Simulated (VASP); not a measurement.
Here is a VASP 6.6.1 calculation.

The input INCAR:

```
SYSTEM = Au
PREC = Accurate
ENCUT = 520
EDIFF = 1E-7
ISMEAR = -1
SIGMA = 0.1
LREAL = .FALSE.
LASPH = .TRUE.
NELM = 100
ALGO = Normal
ISIF = 2
LWAVE = .FALSE.
LCHARG = .TRUE.
GGA = CA
LELF = .TRUE.
LVHAR = .TRUE.
NBANDS = 18
```

The input KPOINTS:

```
regular mesh
0
G
  12 12 12
  0 0 0
```

POSCAR

```
Au
1.0
    0.0000000000      2.7154313454      2.7154313454
    2.7154313454      0.0000000000      2.7154313454
    2.7154313454      2.7154313454      0.0000000000
Au
2
Direct
   -0.1250000000     -0.1250000000     -0.1250000000
    0.1250000000      0.1250000000      0.1250000000
```

Potentials or basis: VASP PAW LDA potentials, release 64 (Au).

Launch:

```console
$ cat potpaw_LDA.64/Au/POTCAR > POTCAR
$ mpirun -np 1 vasp_std > vasp.out
```

Problem. Estimate the pressure.

Solution. 47.5 GPa.

Problem. Estimate the band gap on the k mesh.

Solution. Zero (bands 11 and 12 overlap by 0.69 eV).

Caveat: the cell stands under pressure; spin-orbit coupling is left out, which moves the levels of the heavy elements.
